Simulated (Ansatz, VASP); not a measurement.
Two plane-wave programs on H

```
H
1.0
     2.64964    0.00000    0.00000
     0.00000    2.64964    0.00000
     0.00000    0.00000    0.98049
H
1
Direct
  0.00000 0.00000 0.50000
```

Alike in both runs: task single point; functional PBE; k mesh 8 × 8 × 22; no spin polarisation.

|  | VASP | Ansatz |
| --- | --- | --- |
| version | VASP 6.6.1 | Ansatz 0.2.0 |
| potentials or method | VASP PAW PBE potentials, release 64 (H), cutoff 500 eV | scalar-relativistic, plane waves, PAW |
| occupations | tetrahedron | tetrahedron-uncorrected |
| valence electrons in the cell | 1 | 1 |

|  | VASP | Ansatz | Ansatz less VASP |
| --- | --- | --- | --- |
| gap on the k mesh at the Fermi level (eV) | none | none | - |
| pressure (GPa) | 2.3 | 2.6 | +0.36 |
| traceless stress, the component that is largest in VASP (GPa) | 2.19 | 2.15 | -0.041 |

A gap of «none» marks a metal or a gap that the smearing closes. Ansatz's warnings: band table not solved further.
